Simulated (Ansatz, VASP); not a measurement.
# Cu: VASP beside Ansatz

```xyz
1
Lattice="0.0000 1.7881 1.7881 1.7881 0.0000 1.7881 1.7881 1.7881 0.0000" Properties=species:S:1:pos:R:3 pbc="T T T"
Cu    0.0000    0.0000    0.0000
```

Alike in both runs: task single point; functional r2SCAN; k mesh 15 × 15 × 15; occupations fermi-dirac, width 1 eV; no spin polarisation.

```csv
,VASP,Ansatz
version,VASP 6.6.1,Ansatz 0.2.0
potentials or method,"VASP PAW PBE potentials, release 64 (Cu), cutoff 520 eV","plane waves (500 eV) with PAW, scalar-relativistic"
valence electrons in the cell,11,19
```

```tsv
	VASP	Ansatz	Ansatz less VASP
pressure (GPa)	10.5	10.3	-0.29
```

VASP's potentials were made for PBE, not for r2SCAN. With one functional, cell and mesh, what is left measures potentials, basis and numerics. VASP's potentials hold 11 valence electrons a cell and Ansatz's 19, so a difference there can come from the potentials and not from the codes.
